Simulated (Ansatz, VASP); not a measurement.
## SiO2 in VASP and in Ansatz

```
Si O
1.0
     5.05968    0.00000    0.00000
    -2.52984    4.38181    0.00000
     0.00000    0.00000    5.48567
Si O
3 6
Direct
  0.00000 0.50000 0.33333
  0.50000 0.50000 0.66667
  0.50000 0.00000 0.00000
  0.58485 0.79243 0.83333
  0.79243 0.58485 0.50000
  0.79243 0.20757 0.16667
  0.41515 0.20757 0.83333
  0.20757 0.41515 0.50000
  0.20757 0.79243 0.16667
```

Alike in both runs: task single point; functional r2SCAN; k mesh 6 × 6 × 4; occupations gaussian, width 0.02 eV; no spin polarisation.

```csv
,VASP,Ansatz
version,VASP 6.6.1,Ansatz 0.2.0
potentials or method,"VASP PAW PBE potentials, release 64 (Si, O), cutoff 520 eV","scalar-relativistic, plane waves, PAW"
valence electrons in the cell,48,48
```

```tsv
	VASP	Ansatz	Ansatz less VASP
gap on the k mesh at the Fermi level (eV)	6.34	6.34	+0.004
least direct gap on the mesh (eV)	6.55	6.55	+0.001
pressure (GPa)	1.7	1.5	-0.18
traceless stress, the component that is largest in VASP (GPa)	0.58	0.55	-0.032
rms of the force components (eV/Å)	0.006	0.000	-0.0056
```

VASP's potentials were made for PBE, not for r2SCAN. Atom by atom the forces differ by 0.006 eV/Å (rms over components). With one functional, cell and mesh, what is left measures potentials, basis and numerics.
